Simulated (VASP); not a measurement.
AlSi16 (a cell with a defect): single point with PBEsol

System: AlSi16 (a cell with a defect).

```
CELL_PARAMETERS angstrom
0.00000 5.43000 5.43000
5.43000 0.00000 5.43000
5.43000 5.43000 0.00000
ATOMIC_POSITIONS crystal
Si 0.99139 0.01811 0.96843
Si 0.92162 0.22026 0.16061
Si 0.14642 0.01071 0.35493
Si 0.11516 0.12818 0.58409
Si 0.00565 0.54295 0.97516
Si 0.13102 0.62091 0.12894
Si 0.97739 0.52703 0.49180
Si 0.14397 0.63410 0.58185
Si 0.48556 0.05980 0.01168
Si 0.61371 0.19170 0.12727
Si 0.53530 0.01508 0.49643
Si 0.68799 0.18534 0.57263
Si 0.48154 0.54279 0.97809
Si 0.63385 0.68890 0.06715
Si 0.51454 0.54929 0.45975
Si 0.60510 0.64125 0.62628
Al 0.28249 0.23773 0.76832
```

```yaml
Program: VASP 6.6.1
Task: single point
Functional: PBEsol
Potentials_or_basis: VASP PAW PBE potentials, release 64 (Si, Al)
Cutoff: 520 eV
k_mesh: 2 × 2 × 2
Occupations: fermi-dirac, width 0.02 eV
Spin: collinear spin
Starting_moments: "[0.0, 0.0, 0.0, 0.0, 0.0, 0.0, 0.0, 0.0, 0.0, 0.0, 0.0, 0.0, 0.0, 0.0, 0.0, 0.0, 1.0] μB"
Dipole_correction: no
Further_INCAR_settings: LREAL = Auto; ALGO = Normal; EDIFF = 1e-06; NBANDS = 52
```

The pressure is 1.6 GPa and the largest force is 2.446 eV/Å. The net moment is 0.00 μB per cell and the valence electrons inside the program's atomic spheres are Si 1.63, 1.66, 1.65, 1.67, 1.72, 1.68, 1.69, 1.62, 1.60, 1.76, 1.64, 1.70, 1.74 (each value once); Al 0.78.

Forces on the atoms (eV/Å):
```
Si  -0.691 -0.010 -0.090
Si   0.680 -0.165  0.143
Si  -1.596  0.173 -0.328
Si   2.088  0.786  1.003
Si  -1.114 -0.972 -0.436
Si   1.474 -1.445  0.363
Si  -0.906  0.862 -1.152
Si   1.258  0.032  0.658
Si  -0.162 -0.206 -0.502
Si  -1.376  1.135 -0.885
Si   1.118 -0.443 -0.120
Si  -1.185  0.748 -0.303
Si   1.187  1.407  1.236
Si   0.784  0.016 -0.511
Si  -1.423 -1.383 -0.126
Si   0.025 -0.424  1.886
Al  -0.161 -0.110 -0.837
```

Stress tensor (GPa, compression positive):
```
 1.80 -0.38  0.86
-0.38  4.14  2.07
 0.86  2.07 -1.24
```

Levels at points of the mesh, in eV from the Fermi level:
Spin up:
| k point | band 29 | band 30 | band 31 | band 32 | band 33 | band 34 | band 35 | band 36 | band 37 | band 38 |
| --- | --- | --- | --- | --- | --- | --- | --- | --- | --- | --- |
| (0.00, 0.00, 0.00) | -1.21 | -1.12 | -0.89 | -0.78 | -0.64 | -0.40 | 0.12 | 0.37 | 0.48 | 0.60 |
| (0.50, 0.00, 0.00) | -1.52 | -1.12 | -1.01 | -0.52 | -0.51 | -0.05 | 0.30 | 0.55 | 0.73 | 1.01 |
| (0.00, 0.50, 0.00) | -1.58 | -1.35 | -1.24 | -1.00 | -0.42 | 0.14 | 0.38 | 0.44 | 0.59 | 0.84 |
| (0.00, 0.00, 0.50) | -1.62 | -1.34 | -1.08 | -0.72 | -0.32 | -0.05 | 0.41 | 0.55 | 0.96 | 1.06 |
| (0.50, 0.50, 0.50) | -1.29 | -1.24 | -0.98 | -0.70 | -0.19 | 0.04 | 0.22 | 0.58 | 0.75 | 1.03 |
| (0.50, 0.50, 0.00) | -1.90 | -1.67 | -1.33 | -1.07 | -0.23 | 0.04 | 1.02 | 1.10 | 1.25 | 1.42 |
| (0.00, 0.50, 0.50) | -1.76 | -1.53 | -1.34 | -0.82 | -0.46 | -0.05 | 0.93 | 1.02 | 1.19 | 1.51 |
| (0.50, 0.00, 0.50) | -2.03 | -1.46 | -1.17 | -0.72 | -0.61 | 0.30 | 0.69 | 0.81 | 1.24 | 1.45 |
Spin down:
```csv
k point,band 30,band 31,band 32,band 33,band 34,band 35,band 36,band 37
"(0.00, 0.00, 0.00)",-1.12,-0.89,-0.78,-0.64,-0.40,0.12,0.37,0.48
"(0.50, 0.00, 0.00)",-1.12,-1.01,-0.52,-0.51,-0.05,0.30,0.55,0.73
"(0.00, 0.50, 0.00)",-1.35,-1.24,-1.00,-0.42,0.14,0.38,0.44,0.59
"(0.00, 0.00, 0.50)",-1.34,-1.08,-0.72,-0.32,-0.05,0.41,0.55,0.96
"(0.50, 0.50, 0.50)",-1.24,-0.98,-0.70,-0.19,0.04,0.22,0.58,0.75
"(0.50, 0.50, 0.00)",-1.67,-1.33,-1.07,-0.23,0.04,1.02,1.10,1.25
"(0.00, 0.50, 0.50)",-1.53,-1.34,-0.82,-0.46,-0.05,0.93,1.02,1.19
"(0.50, 0.00, 0.50)",-1.46,-1.17,-0.72,-0.61,0.30,0.69,0.81,1.24
```

Wall time 8.2 min on 1 thread of Intel(R) Xeon(R) Platinum 8488C (Sapphire Rapids), on a shared host, peak memory 0.7 GiB.

Caveat: the k points lie up to 0.50 Å⁻¹ apart; the atoms stand as in a frame of molecular dynamics; the PAW data sets were made with another functional, which shifts forces and pressure a little.
